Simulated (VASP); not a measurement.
# BP in VASP: a series of runs

The runs below take BP through single point, with LDA.

All numbers are computed with VASP 6.6.1; they aren't measurements. Logs are shortened: lines on timing, memory, paths and dates and some standing lists are left out, and cuts for length are marked.

**1. The cell of the first run**

It takes space group F-43m (No. 216, cubic). Conventional cell: a = 4.491 Å, b = 4.491 Å, c = 4.491 Å, α = 90.00°, β = 90.00°, γ = 90.00°. B (site symmetry -43m) has 4 P at 1.94 Å within 2.6 Å. Within 2.6 Å of P (site symmetry -43m) lie 4 B at 1.94 Å.

**2. Single point, LDA**

Input file INCAR:

```
PREC     = Accurate       # precision mode
ENCUT    = 520            # plane-wave cutoff, eV
EDIFF    = 1E-6           # SCF threshold, eV
ISMEAR   = 0              # smearing method
SIGMA    = 0.01           # smearing width, eV
LREAL    = False          # projectors in reciprocal space
LASPH    = True           # aspherical terms in the spheres
NELM     = 100            # most SCF steps
ALGO     = Normal         # electronic algorithm
ISIF     = 2              # what is computed and relaxed
LWAVE    = False          # write WAVECAR
LCHARG   = False          # write CHGCAR
NBANDS   = 11             # bands
```

Input file KPOINTS:

```
Automatic mesh
0
Gamma
  8 8 8
```

Input file POSCAR:

```
BP
1.0
    2.2453823381      2.2453823381      0.0000000000
   -2.2453823381      2.2453823381      0.0000000000
    0.0000000000      2.2453823381      2.2453823381
B P
1 1
Direct
    0.0000000000      0.0000000000      0.0000000000
    0.7500000000      0.2500000000      0.5000000000
```

Potentials or basis: VASP PAW LDA potentials, release 64 (B, P).

Launch:

```console
$ cat potpaw_LDA.64/B/POTCAR potpaw_LDA.64/P/POTCAR > POTCAR
$ mpirun -np 1 vasp_std > vasp.out
```

OUTCAR:

```text
PREC = Accurate
   ENCUT = 520
   EDIFF = 1E-6
   ISMEAR = 0
   LREAL = False
   LASPH = True
   NELM = 100
   ISIF = 2

 ion  position               nearest neighbor table
   1  0.000  0.000  0.000-   2 1.94   2 1.94   2 1.94   2 1.94
   2  0.750  0.250  0.500-   1 1.94   1 1.94   1 1.94   1 1.94

  LATTYP: Found a face centered cubic cell.
 ALAT       =     4.4907646762

  Lattice vectors:

 A1 = (   0.0000000000,   2.2453823381,   2.2453823381)
 A2 = (   2.2453823381,   0.0000000000,   2.2453823381)
 A3 = (   2.2453823381,   2.2453823381,   0.0000000000)

Analysis of symmetry for initial positions (statically):
=====================================================================
 Subroutine PRICEL returns:
 Original cell was already a primitive cell.

 Routine SETGRP: Setting up the symmetry group for a
 face centered cubic supercell.

 Subroutine GETGRP returns: Found 24 space group operations
 (whereof 24 operations were pure point group operations)
 out of a pool of 48 trial point group operations.

The static configuration has the point symmetry T_d .

Analysis of symmetry for dynamics (positions and initial velocities):
=====================================================================
 Subroutine PRICEL returns:
 Original cell was already a primitive cell.

 Routine SETGRP: Setting up the symmetry group for a
 face centered cubic supercell.

 Subroutine GETGRP returns: Found 24 space group operations
 (whereof 24 operations were pure point group operations)
 out of a pool of 48 trial point group operations.

The dynamic configuration has the point symmetry T_d .

 Subroutine INISYM returns: Found 24 space group operations
 (whereof 24 operations are pure point group operations),
 and found     1 'primitive' translations

----------------------------------------------------------------------------------------

                                     Primitive cell

  volume of cell :      22.6413

  direct lattice vectors                    reciprocal lattice vectors
     2.245382338  2.245382338  0.000000000     0.222679226  0.222679226 -0.222679226
    -2.245382338  2.245382338  0.000000000    -0.222679226  0.222679226 -0.222679226
     0.000000000  2.245382338  2.245382338     0.000000000  0.000000000  0.445358451

  length of vectors
     3.175450155  3.175450155  3.175450155     0.385691732  0.385691732  0.445358451

  position of ions in fractional coordinates (direct lattice)
     0.000000000  0.000000000  0.000000000
     0.750000000  0.250000000  0.500000000

  ion indices of the primitive-cell ions
   primitive index   ion index
                 1           1
                 2           2

----------------------------------------------------------------------------------------

 KPOINTS: Automatic mesh

Automatic generation of k-mesh.
 Grid dimensions read from file:
 generate k-points for:    8    8    8

 Generating k-lattice:

  Cartesian coordinates                     Fractional coordinates (reciprocal lattice)
     0.027834903  0.027834903 -0.027834903     0.125000000  0.000000000  0.000000000
    -0.027834903  0.027834903 -0.027834903     0.000000000  0.125000000  0.000000000
     0.000000000  0.000000000  0.055669806     0.000000000  0.000000000  0.125000000

  Length of vectors
     0.048211467  0.048211467  0.055669806

  Shift w.r.t. Gamma in fractional coordinates (k-lattice)
     0.000000000  0.000000000  0.000000000

 Subroutine IBZKPT returns following result:
 ===========================================

 Found     29 irreducible k-points:

 Following reciprocal coordinates:
            Coordinates               Weight
  0.000000  0.000000  0.000000      1.000000
  0.125000  0.000000  0.000000      8.000000
  0.250000  0.000000  0.000000      8.000000
  0.375000  0.000000  0.000000      8.000000
  0.500000  0.000000  0.000000      4.000000
  0.125000  0.125000  0.000000     12.000000
[... 16 lines left out ...]
  0.375000  0.250000  0.125000     48.000000
  0.500000  0.250000  0.125000     24.000000
 [... further k-points ...]
   k-points           NKPTS =     29   k-points in BZ     NKDIM =     29   number of bands    NBANDS=     11
   number of dos      NEDOS =    301   number of ions     NIONS =      2
   total plane-waves  NPLWV =  13824
   dimension x,y,z NGX =    24 NGY =   24 NGZ =   24
   dimension x,y,z NGXF=    48 NGYF=   48 NGZF=   48
   ions per type =               1   1
   NGX,Y,Z   is equivalent  to a cutoff of  12.56, 12.56, 12.56 a.u.
   NGXF,Y,Z  is equivalent  to a cutoff of  25.13, 25.13, 25.13 a.u.
 SYSTEM =  unknown system
   PREC   = accura    normal or accurate (medium, high low for compatibility)
   ISTART =      0    job   : 0-new  1-cont  2-samecut
   ICHARG =      2    charge: 1-file 2-atom 10-const
   ISPIN  =      1    spin polarized calculation?
   LNONCOLLINEAR =      F non collinear calculations
   LSORBIT =      F    spin-orbit coupling
   LASPH  =      T    aspherical Exc in radial PAW
   ENCUT  =  520.0 eV  38.22 Ry    6.18 a.u.   5.90  5.90  5.90*2*pi/ulx,y,z
   NELM   =    100;   NELMIN=  2; NELMDL= -5     # of ELM steps
   EDIFF  = 0.1E-05   stopping-criterion for ELM
   LREAL  =      F    real-space projection
   EDIFFG = 0.1E-04   stopping-criterion for IOM
   NSW    =      0    number of steps for IOM
   IBRION =     -1    ionic relax: 0-MD 1-quasi-New 2-CG
   NFREE  =      0    steps in history (QN), initial steepest desc. (CG)
   ISIF   =      2    stress and relaxation
   ISYM   =      2    0-nonsym 1-usesym 2-fastsym
   POTIM  = 0.5000    time-step for ionic-motion
   TEBEG  =    0.0;   TEEND  =   0.0 temperature during run
   PSTRESS=    0.0 pullay stress
   NELECT =       8.0000    total number of electrons
   NUPDOWN=      -1.0000    fix difference up-down
   EMIN   =  10.00;   EMAX   =-10.00  energy-range for DOS
   EFERMI =   0.00;   METHOD = LEGACY
   ISMEAR =     0;   SIGMA  =   0.01  broadening in eV -4-tet -1-fermi 0-gaus
   EFERMI_NEDOS =   21; number of points for ismear=-14 and -15
   IALGO  =     38    algorithm
   IMIX   =      4    mixing-type and parameters
     AMIX     =   0.40;   BMIX     =  1.00
     AMIX_MAG =   1.60;   BMIX_MAG =  1.00
  volume/ion in A,a.u.               =      11.32        76.40
  Fermi-wavevector in a.u.,A,eV,Ry     =   1.157367  2.187107 18.224990  1.339499
  Thomas-Fermi vector in A             =   2.293979
   LORBIT       =      0    0 simple, 1 ext, 2 COOP (PROOUT), +10 PAW based schemes
   GGA     = CA    functional components
   LHFCALC =     F    Hartree Fock is set to
   AEXX    =    0.0000 exact exchange contribution
   IVDW    =     0    specifies the selected vdW correction
   LEPSILON=     F    determine dielectric tensor
   LRPA    =     F    only Hartree local field effects (RPA)
 non-spin polarized calculation
 Gauss-broadening in eV      SIGMA  =   0.01
  energy-cutoff  :      520.00
  volume of cell :       22.64
 maximum number of plane-waves:       620
   NGX = 11   NGY = 11   NGZ = 11

 number of electron       8.0000001 magnetization

 Free energy of the ion-electron system (eV)
  ---------------------------------------------------
  ext. energy  EPLUGINS =         0.00000000
  ---------------------------------------------------
  free energy    TOTEN  =       -14.39741904 eV

  energy without entropy =      -14.39741904  energy(sigma->0) =      -14.39741904

 E-fermi :   7.8379     XC(G=0): -11.2177

 val. band max:        7.7853152943   @ k =   0.0000   0.0000   0.0000
 cond. band min:       8.9698843345   @ k =  -0.3750   0.3750   0.0000
 fundamental gap:      1.1845690402
 Fermi energy:         7.8379365870

 k-point     1 :       0.0000    0.0000    0.0000
  band No.  band energies     occupation
      1      -7.8844      2.00000
      2       7.7853      2.00000
      3       7.7853      2.00000
      4       7.7853      2.00000
      5      11.2137      0.00000
      6      11.2137      0.00000
      7      11.2137      0.00000
      8      15.6372      0.00000
      9      19.2650      0.00000
     10      20.0593      0.00000
     11      20.0593      0.00000

 k-point     2 :       0.1250    0.0000    0.0000
  band No.  band energies     occupation
      1      -7.5964      2.00000
      2       5.9115      2.00000
      3       7.3477      2.00000
      4       7.3477      2.00000
      5      11.7828      0.00000
      6      11.8181      0.00000
      7      11.8181      0.00000
      8      16.3459      0.00000
      9      19.0840      0.00000
     10      19.0840      0.00000
     11      20.1170      0.00000

 k-point     3 :       0.2500    0.0000    0.0000
  band No.  band energies     occupation
      1      -6.7499      2.00000
      2       2.8690      2.00000
      3       6.6473      2.00000
      4       6.6473      2.00000
      5      11.9221      0.00000
      6      12.5858      0.00000
      7      12.5858      0.00000
      8      17.5587      0.00000
      9      18.8090      0.00000
     10      18.8090      0.00000
     11      20.8862      0.00000

 k-point     4 :       0.3750    0.0000    0.0000
  band No.  band energies     occupation
      1      -5.4454      2.00000
      2       0.0779      2.00000
      3       6.1644      2.00000
      4       6.1644      2.00000
      5      11.8128      0.00000
      6      12.6091      0.00000
      7      12.6091      0.00000
      8      17.8993      0.00000
      9      20.5204      0.00000
     10      20.5204      0.00000
     11      21.7282      0.00000

 k-point     5 :       0.5000    0.0000    0.0000
  band No.  band energies     occupation
      1      -4.4320      2.00000
      2      -1.4497      2.00000
      3       5.9996      2.00000
      4       5.9996      2.00000
      5      11.7577      0.00000
      6      12.4875      0.00000
      7      12.4875      0.00000
      8      17.8189      0.00000
      9      22.5661      0.00000
     10      22.5661      0.00000
     11      22.6391      0.00000
[... 211 lines left out ...]
 k-point    21 :       0.5000    0.5000    0.0000
  band No.  band energies     occupation
      1      -2.8890      2.00000
      2      -0.8609      2.00000
      3       3.5670      2.00000
      4       3.5670      2.00000
      5       9.0284      0.00000
      6       9.3122      0.00000
      7      20.0787      0.00000
      8      20.0787      0.00000
      9      23.1433      0.00000
     10      24.7720      0.00000
     11      26.0285      0.00000

 k-point    22 :       0.2500    0.2500    0.1250
  band No.  band energies     occupation
      1      -6.0074      2.00000
      2       2.8381      2.00000
      3       3.8843      2.00000
      4       5.7730      2.00000
      5      11.2289      0.00000
      6      13.7768      0.00000
      7      14.1034      0.00000
      8      15.4155      0.00000
      9      19.5481      0.00000
     10      21.7912      0.00000
     11      23.6062      0.00000

 k-point    23 :       0.3750    0.2500    0.1250
  band No.  band energies     occupation
      1      -4.7346      2.00000
      2       0.5947      2.00000
      3       3.2507      2.00000
      4       4.9673      2.00000
      5      11.8481      0.00000
      6      13.3138      0.00000
      7      15.1970      0.00000
      8      16.2329      0.00000
      9      20.3050      0.00000
     10      21.3237      0.00000
     11      25.0004      0.00000

 k-point    24 :       0.5000    0.2500    0.1250
  band No.  band energies     occupation
      1      -3.7586      2.00000
      2      -0.8209      2.00000
      3       3.1855      2.00000
      4       4.5787      2.00000
      5      11.9059      0.00000
      6      13.0696      0.00000
      7      16.2448      0.00000
      8      17.6655      0.00000
      9      18.2947      0.00000
     10      22.3413      0.00000
     11      24.7093      0.00000

 [... further k-points ...]
[... 5 lines left out ...]
  --------------------------------------------------------------------------------------
  -------------------------------------------------------------------------------------
  Total       -0.0184431     -0.0184431     -0.0184431     -0.0000000     -0.0000000      0.0000000
  in kB       -1.3051015     -1.3051015     -1.3051015     -0.0000000     -0.0000000      0.0000000
  external PRESSURE =      -1.3051015 kB  Pullay stress =       0.0000000 kB

 VOLUME and BASIS-vectors are now :
 -----------------------------------------------------------------------------
  energy-cutoff  :      520.00
  volume of cell :       22.64
      direct lattice vectors                 reciprocal lattice vectors
     2.245382338  2.245382338  0.000000000     0.222679226  0.222679226 -0.222679226
    -2.245382338  2.245382338  0.000000000    -0.222679226  0.222679226 -0.222679226
     0.000000000  2.245382338  2.245382338     0.000000000  0.000000000  0.445358451

 POSITION                                       TOTAL-FORCE (eV/Angst)
 -----------------------------------------------------------------------------------
      0.00000      0.00000      0.00000         0.000000      0.000000      0.000000
      1.12269      3.36807      1.12269        -0.000000     -0.000000      0.000000
 -----------------------------------------------------------------------------------
    total drift:                                0.000000      0.000000     -0.000000

  FREE ENERGIE OF THE ION-ELECTRON SYSTEM (eV)
  ---------------------------------------------------
  free  energy   TOTEN  =       -14.3974190366 eV

  energy  without entropy=      -14.3974190366  energy(sigma->0) =      -14.39741904
```

Run time: 4.2 s. Hardware: 1 thread of AMD EPYC 7R13 (Zen 3), shared host; peak memory 0.09 GiB.

Results:

* Free energy: -14.3974 eV
* Pressure: -0.1 GPa
* Band gap on the k mesh: 1.18 eV, indirect (least direct gap 3.43 eV)

(Continued in part 2 of 2.)
